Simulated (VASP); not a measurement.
# Mg4H in VASP: a series of runs

The runs below take Mg4H through single point, with PBE.

Everything below comes from runs of VASP 6.6.1. Logs are shortened: lines on timing, memory, paths and dates and some standing lists are left out, and cuts for length are marked.

**1. The cell of the first run**

The cell holds a slab with vacuum, 10 atoms: a = 6.420 Å, b = 5.138 Å, c = 21.664 Å, α = 90.00°, β = 90.00°, γ = 90.00°.

**2. Single point, PBE**

The input, INCAR:

```
SYSTEM = Mg4H
PREC     = Accurate       ! precision mode
ENCUT    = 520            ! plane-wave cutoff, eV
EDIFF    = 1E-7           ! SCF threshold, eV
ISMEAR   = 0              ! smearing method
SIGMA    = 0.1            ! smearing width, eV
LREAL    = .False.        ! projectors in reciprocal space
LASPH    = .True.         ! aspherical terms in the spheres
NELM     = 60             ! most SCF steps
ALGO     = Normal         ! electronic algorithm
ISIF     = 2              ! what is computed and relaxed
LWAVE    = .False.        ! write WAVECAR
LCHARG   = .True.         ! write CHGCAR
LDIPOL   = .True.       
IDIPOL   = 3            
DIPOL    = 0.5 0.5 0.321
GGA      = PE             ! functional
LELF     = .True.         ! ELF
LVHAR    = .True.       
LVACPOTAV= .True.       
NBANDS   = 20             ! bands
```

The input, KPOINTS:

```
regular mesh
0
Gamma
  4 5 1
  0 0 0
```

The input, POSCAR:

```
Mg4H
1.0
    6.4201385733      0.0000000000      0.0000000000
    0.0000000000      5.1379129567      0.0000000000
    0.0000000000      0.0000000000     21.6644777330
Mg H
8 2
Direct
    0.0000000000      0.7500000000      0.1846340378
    0.5000000000      0.7500000000      0.1846340378
    0.2500000000      0.2500000000      0.2274076137
    0.7500000000      0.2500000000      0.2274076137
    0.2500000000      0.7500000000      0.3173234500
    0.7500000000      0.7500000000      0.3173234500
    0.0000000000      0.2500000000      0.3537808678
    0.5000000000      0.2500000000      0.3537808678
    0.6580237921      0.0833333333      0.5199515018
    0.8419762079      0.0833333333      0.5199515018
```

Potentials or basis: VASP PAW PBE potentials, release 64 (Mg, H).

On the command line:

```bash
cat potpaw_PBE.64/Mg/POTCAR potpaw_PBE.64/H/POTCAR > POTCAR
mpirun -np 1 vasp_std > vasp.out
```

OUTCAR:

```text
SYSTEM = Mg4H
   PREC = Accurate
   ENCUT = 520
   EDIFF = 1E-7
   ISMEAR = 0
   LREAL = .False.
   LASPH = .True.
   NELM = 60
   ISIF = 2
   GGA = PE

 ion  position               nearest neighbor table
   1  0.000  0.750  0.185-   3 3.17   4 3.17   3 3.17   4 3.17   2 3.21   2 3.21   6 3.29   5 3.29

   2  0.500  0.750  0.185-   3 3.17   4 3.17   3 3.17   4 3.17   1 3.21   1 3.21   6 3.29   5 3.29

   3  0.250  0.250  0.227-   1 3.17   2 3.17   1 3.17   2 3.17   7 3.17   8 3.17   4 3.21   4 3.21
                             5 3.22   5 3.22
   4  0.750  0.250  0.227-   1 3.17   2 3.17   1 3.17   2 3.17   7 3.17   8 3.17   3 3.21   3 3.21
                             6 3.22   6 3.22
   5  0.250  0.750  0.317-   7 3.13   8 3.13   7 3.13   8 3.13   6 3.21   6 3.21   3 3.22   3 3.22
                             1 3.29   2 3.29
   6  0.750  0.750  0.317-   7 3.13   8 3.13   7 3.13   8 3.13   5 3.21   5 3.21   4 3.22   4 3.22
                             1 3.29   2 3.29
   7  0.000  0.250  0.354-   5 3.13   6 3.13   5 3.13   6 3.13   3 3.17   4 3.17   8 3.21   8 3.21

   8  0.500  0.250  0.354-   5 3.13   6 3.13   5 3.13   6 3.13   3 3.17   4 3.17   7 3.21   7 3.21

   9  0.658  0.083  0.520-
  10  0.842  0.083  0.520-

  LATTYP: Found a simple orthorhombic cell.
 ALAT       =     5.1379129567
 B/A-ratio  =     1.2495615686
 C/A-ratio  =     4.2165910391

  Lattice vectors:

 A1 = (   0.0000000000,  -5.1379129567,   0.0000000000)
 A2 = (   6.4201385733,   0.0000000000,   0.0000000000)
 A3 = (   0.0000000000,   0.0000000000,  21.6644777330)

Analysis of symmetry for initial positions (statically):
=====================================================================
 Subroutine PRICEL returns:
 Original cell was already a primitive cell.

 Routine SETGRP: Setting up the symmetry group for a
 simple orthorhombic supercell.

 Subroutine GETGRP returns: Found  2 space group operations
 (whereof  1 operations were pure point group operations)
 out of a pool of  8 trial point group operations.

The static configuration has the point symmetry C_1 .
 The point group associated with its full space group is C_1h.

Analysis of symmetry for dynamics (positions and initial velocities):
=====================================================================
 Subroutine PRICEL returns:
 Original cell was already a primitive cell.

 Routine SETGRP: Setting up the symmetry group for a
 simple orthorhombic supercell.

[... 117 lines left out ...]
   NUPDOWN=      -1.0000    fix difference up-down
   EMIN   =  10.00;   EMAX   =-10.00  energy-range for DOS
   EFERMI =   0.00;   METHOD = LEGACY
   ISMEAR =     0;   SIGMA  =   0.10  broadening in eV -4-tet -1-fermi 0-gaus
   EFERMI_NEDOS =   21; number of points for ismear=-14 and -15
   IALGO  =     38    algorithm
   IMIX   =      4    mixing-type and parameters
     AMIX     =   0.40;   BMIX     =  1.00
     AMIX_MAG =   1.60;   BMIX_MAG =  1.00
  volume/ion in A,a.u.               =      71.46       482.25
  Fermi-wavevector in a.u.,A,eV,Ry     =   0.479887  0.906855  3.133310  0.230292
  Thomas-Fermi vector in A             =   1.477146
   LORBIT       =      0    0 simple, 1 ext, 2 COOP (PROOUT), +10 PAW based schemes
   GGA     = PE    functional components
   LHFCALC =     F    Hartree Fock is set to
   AEXX    =    0.0000 exact exchange contribution
   IVDW    =     0    specifies the selected vdW correction
   LEPSILON=     F    determine dielectric tensor
   LRPA    =     F    only Hartree local field effects (RPA)
 non-spin polarized calculation
 Gauss-broadening in eV      SIGMA  =   0.10
  energy-cutoff  :      520.00
  volume of cell :      714.63
 maximum number of plane-waves:     19292
 NGX is ok and might be reduce to    48
   NGX = 23   NGY = 19   NGZ = 81

 dipolmoment           0.000000      0.000000     -0.001421 electrons x Angstroem

 number of electron      18.0000000 magnetization

 dipolmoment           0.000000      0.000000      0.011276 electrons x Angstroem

 Free energy of the ion-electron system (eV)
  ---------------------------------------------------
  ext. energy  EPLUGINS =         0.00000000
  ---------------------------------------------------
  free energy    TOTEN  =       -14.64528244 eV

  energy without entropy =      -14.60368689  energy(sigma->0) =      -14.62448467

 E-fermi :  -2.0122     XC(G=0):  -3.2955

 val. band max:       -2.0186906408   @ k =   0.2500   0.2000   0.0000
 cond. band min:      -1.9982363642   @ k =   0.0000   0.2000   0.0000
 fundamental gap:      0.0204542766
 Fermi energy:        -2.0122393470

 k-point     1 :       0.0000    0.0000    0.0000
  band No.  band energies     occupation
      1      -7.9960      2.00000
      2      -7.1722      2.00000
      3      -5.8659      2.00000
      4      -4.4753      2.00000
      5      -4.3580      2.00000
      6      -3.0070      2.00000
[... 196 lines left out ...]
     19       2.0480      0.00000
     20       2.1230      0.00000

------------------------ aborting loop because EDIFF is reached ----------------------------------------

  FORCE on cell =-STRESS in cart. coord.  units (eV):
  Direction    XX          YY          ZZ          XY          YZ          ZX
  --------------------------------------------------------------------------------------
  -------------------------------------------------------------------------------------
  Total       -7.3573426     -2.9670443     -0.7680480      0.0000000      0.0050668      0.0000000
  in kB      -16.4949953     -6.6520460     -1.7219462      0.0000000      0.0113597      0.0000000
  external PRESSURE =      -8.2896625 kB  Pullay stress =       0.0000000 kB

 VOLUME and BASIS-vectors are now :
 -----------------------------------------------------------------------------
  energy-cutoff  :      520.00
  volume of cell :      714.63
      direct lattice vectors                 reciprocal lattice vectors
     6.420138573  0.000000000  0.000000000     0.155759878  0.000000000  0.000000000
     0.000000000  5.137912957  0.000000000     0.000000000  0.194631557  0.000000000
     0.000000000  0.000000000 21.664477733     0.000000000  0.000000000  0.046158509

 POSITION                                       TOTAL-FORCE (eV/Angst)
 -----------------------------------------------------------------------------------
      0.00000      3.85343      4.00000         0.028781     -0.001172      0.188505
      3.21007      3.85343      4.00000        -0.028781     -0.001172      0.188505
      1.60503      1.28448      4.92667         0.000000      0.005016     -0.118124
      4.81510      1.28448      4.92667         0.000000     -0.002978     -0.098765
      1.60503      3.85343      6.87465         0.000000      0.002252     -0.018448
      4.81510      3.85343      6.87465         0.000000     -0.003209     -0.037970
      0.00000      1.28448      7.66448         0.028719      0.000421     -0.051124
      3.21007      1.28448      7.66448        -0.028719      0.000421     -0.051124
      4.22460      0.42816     11.26448         4.606526      0.000211     -0.000728
      5.40560      0.42816     11.26448        -4.606526      0.000211     -0.000728
 -----------------------------------------------------------------------------------
    total drift:                               -0.000000      0.000073      0.000104

  FREE ENERGIE OF THE ION-ELECTRON SYSTEM (eV)
  ---------------------------------------------------
  free  energy   TOTEN  =       -14.6452824434 eV

  energy  without entropy=      -14.6036868948  energy(sigma->0) =      -14.62448467

 vacuum level on the upper side and lower side of the slab         1.774         1.712
```

stdout:

```text
POSCAR found type information on POSCAR MgH
 POSCAR found :  2 types and      10 ions
 scaLAPACK will be used
 LDA part: xc-table for (Slater+PW92), standard interpolation
 POSCAR, INCAR and KPOINTS ok, starting setup
 FFT: planning ... GRIDC
 FFT: planning ... GRID_SOFT
 FFT: planning ... GRID
 WAVECAR not read
 entering main loop
 -----------------------------------------------------------------------------
|                                                                             |
|           W    W    AA    RRRRR   N    N  II  N    N   GGGG   !!!           |
|           W    W   A  A   R    R  NN   N  II  NN   N  G    G  !!!           |
|           W    W  A    A  R    R  N N  N  II  N N  N  G       !!!           |
|           W WW W  AAAAAA  RRRRR   N  N N  II  N  N N  G  GGG   !            |
|           WW  WW  A    A  R   R   N   NN  II  N   NN  G    G                |
|           W    W  A    A  R    R  N    N  II  N    N   GGGG   !!!           |
|                                                                             |
|     Did not find any points to average over, which means that no vacuum     |
|     field-free region was found. Please increase the size of  your cell     |
|     in the dimension of the dipole correction to obtain accurate            |
|     workfunction values.                                                    |
|                                                                             |
 -----------------------------------------------------------------------------
```

Run time: 4.7 min. Hardware: 1 thread of Oxide Virtual Turin-like, shared host; peak memory 0.63 GiB.

What came out:

| Quantity | Value |
| --- | --- |
| Free energy | -14.6453 eV |
| Largest force | 4.607 eV/Å |
| Band gap on the k mesh | zero (band 9 reaches -1.85 eV, above the bottom of band 10 at -2.11 eV) |

Forces in eV/Å, atoms in the order of the input:
```
Mg   0.029 -0.001  0.189
Mg  -0.029 -0.001  0.189
Mg   0.000  0.005 -0.118
Mg   0.000 -0.003 -0.099
Mg   0.000  0.002 -0.018
Mg   0.000 -0.003 -0.038
Mg   0.029  0.000 -0.051
Mg  -0.029  0.000 -0.051
H    4.607  0.000 -0.001
H   -4.607  0.000 -0.001
```

(Part 1 of 2 ends here.)
